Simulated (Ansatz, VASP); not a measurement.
**MgO in VASP and in Ansatz**

The input INCAR:

```
SYSTEM = MgO
PREC     = Accurate       ! precision mode
ENCUT    = 520            ! plane-wave cutoff, eV
EDIFF    = 1E-6           ! SCF threshold, eV
ISMEAR   = 0              ! smearing method
SIGMA    = 0.05           ! smearing width, eV
LREAL    = .False.        ! projectors in reciprocal space
LASPH    = .True.         ! aspherical terms in the spheres
NELM     = 100            ! most SCF steps
ALGO     = Normal         ! electronic algorithm
ISIF     = 2              ! what is computed and relaxed
LWAVE    = .False.        ! write WAVECAR
LCHARG   = .False.        ! write CHGCAR
GGA      = PS             ! functional
NBANDS   = 26             ! bands
```

Contents of KPOINTS:

```
regular mesh
0
Gamma
  9 9 4
  0 0 0
```

File POSCAR:

```
MgO
1.0
    3.2553371795      0.0000000000      0.0000000000
   -1.6276685897      2.8192046953      0.0000000000
    0.0000000000      0.0000000000     10.4149514991
Mg O
4 4
Direct
    0.3333333333      0.6666666667      0.9695963559
    0.0000000000      0.0000000000      0.2209473890
    0.0000000000      0.0000000000      0.7209473890
    0.6666666667      0.3333333333      0.4695963559
    0.3333333333      0.6666666667      0.7799156657
    0.0000000000      0.0000000000      0.4920926037
    0.0000000000      0.0000000000      0.0295387694
    0.6666666667      0.3333333333      0.2799156657
```

Input for Ansatz:

```yaml
crystal:
  lattice:
    - [3.2553371795, 0.0, 0.0]
    - [-1.6276685897, 2.8192046953, 0.0]
    - [0.0, 0.0, 10.4149514991]
  atoms:
    - { symbol: Mg, position: [0.3333333333, 0.6666666667, 0.9695963559] }
    - { symbol: Mg, position: [0.0, 0.0, 0.220947389] }
    - { symbol: Mg, position: [0.0, 0.0, 0.720947389] }
    - { symbol: Mg, position: [0.6666666667, 0.3333333333, 0.4695963559] }
    - { symbol: O, position: [0.3333333333, 0.6666666667, 0.7799156657] }
    - { symbol: O, position: [0.0, 0.0, 0.4920926037] }
    - { symbol: O, position: [0.0, 0.0, 0.0295387694] }
    - { symbol: O, position: [0.6666666667, 0.3333333333, 0.2799156657] }
basis:
  ecutwfc: 420
kpoints:
  mp_grid: { grid: [9, 9, 4] }
hamiltonian:
  xc: pbesol
  pseudopotentials: { kind: paw, azcp: { folder: soft_1 } }
scf:
  occupations: { method: gaussian, width: 0.05 }
output:
  forces: true
  stress: true
  eigenvalues: true
  write_density: true
  write_potential: true
  elf: true
  volumetric_format: npy
```

Alike in both runs: task single point; functional PBEsol; k mesh 9 × 9 × 4; occupations gaussian, width 0.05 eV; no spin polarisation.

|  | VASP | Ansatz |
| --- | --- | --- |
| version | VASP 6.6.1 | Ansatz 0.2.0 |
| potentials or method | VASP PAW PBE potentials, release 64 (Mg, O), cutoff 520 eV | scalar-relativistic, plane waves, PAW |
| valence electrons in the cell | 32 | 64 |

```tsv
	VASP	Ansatz	Ansatz less VASP
gap on the k mesh at the Fermi level (eV)	2.03	2.06	+0.027
least direct gap on the mesh (eV)	2.03	2.06	+0.027
pressure (GPa)	1.5	1.7	+0.20
traceless stress, the component that is largest in VASP (GPa)	-3.88	-3.83	+0.046
rms of the force components (eV/Å)	0.868	0.857	-0.0111
```

VASP's potentials were made for PBE, not for PBEsol, and Ansatz warns of the same on its side. Atom by atom the forces differ by 0.012 eV/Å (rms over components). VASP's potentials hold 32 valence electrons a cell and Ansatz's 64, so a difference there can come from the potentials and not from the codes.
